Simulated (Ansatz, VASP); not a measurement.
## One calculation of ZrGa3, two programs

Contents of INCAR:

```
  PREC = Accurate
  ENCUT = 520
  EDIFF = 1E-8
  ISMEAR = -1
  SIGMA = 0.03
  LREAL = False
  LASPH = True
  NELM = 60
  ALGO = Normal
  ISIF = 2
  LWAVE = False
  LCHARG = False
  LEFG = True
  NBANDS = 34
```

Contents of KPOINTS:

```
Automatic mesh
0
Gamma
  12 12 12
```

File POSCAR:

```
ZrGa3
1.0
   -1.9855000000      1.9855000000      4.3645000000
    1.9855000000     -1.9855000000      4.3645000000
    1.9855000000      1.9855000000     -4.3645000000
Zr Ga
1 3
Direct
    0.0000000000      0.0000000000      0.0000000000
    0.5000000000      0.5000000000      0.0000000000
    0.7500000000      0.2500000000      0.5000000000
    0.2500000000      0.7500000000      0.5000000000
```

Input for Ansatz:

```yaml
crystal:
  lattice:
    - [-1.9855, 1.9855, 4.3645]
    - [1.9855, -1.9855, 4.3645]
    - [1.9855, 1.9855, -4.3645]
  atoms:
    - { symbol: Zr, position: [0.0, 0.0, 0.0] }
    - { symbol: Ga, position: [0.5, 0.5, 0.0] }
    - { symbol: Ga, position: [0.75, 0.25, 0.5] }
    - { symbol: Ga, position: [0.25, 0.75, 0.5] }
kpoints:
  mp_grid: { grid: [12, 12, 12] }
  band_path:
    path:
      - [0.0, 0.0, 0.0]
      - [0.0, 0.0, 0.5]
      - [0.25, 0.25, 0.25]
      - [0.0, 0.5, 0.0]
      - [0.0, 0.0, 0.0]
      - [0.5, 0.5, -0.5]
      - [0.3017381381, 0.6982618619, -0.3017381381]
      - [-0.3017381381, 0.3017381381, 0.3017381381]
      - [0.0, 0.0, 0.0]
    npoints: 14
scf:
  occupations: { method: fermi_dirac, width: 0.03 }
hamiltonian:
  xc: lda
  pseudopotentials: { kind: paw }
output:
  forces: true
  stress: true
  eigenvalues: true
  efg: { contact_densities: true }
  populations: true
  bader: true
  dos: { projected: true, de: 0.2, e_range: [-14, 8] }
  write_density: true
  write_potential: true
  elf: true
  volumetric_format: npy
```

Alike in both runs: task electric field gradients; functional LDA; k mesh 12 × 12 × 12; occupations fermi-dirac, width 0.03 eV; no spin polarisation.

|  | VASP | Ansatz |
| --- | --- | --- |
| version | VASP 6.6.1 | Ansatz 0.2.0 |
| potentials or method | VASP PAW LDA potentials, release 64 (Zr_sv, Ga_d) | PAW with Ansatz's default frozen-core files, scalar-relativistic |
| plane-wave cutoff (eV) | 520 | 420 |
| valence electrons in the cell | 51 | 51 |

VASP gave:

| Quantity | Value |
| --- | --- |
| pressure (GPa) | -5.1 |
| traceless stress, the component that is largest in VASP (GPa) | 6.33 |
| size of Vzz on the site where it differs most (V/Å²) | 96.5 |

**Question.** Estimate Ansatz's values.

**Answer.** Pressure (GPa): -5.4; traceless stress, the component that is largest in VASP (GPa): 6.35; size of Vzz on the site where it differs most (V/Å²): 99.2.

LDA's correlation is that of Perdew and Zunger in VASP and of Perdew and Wang (1992) in Ansatz.
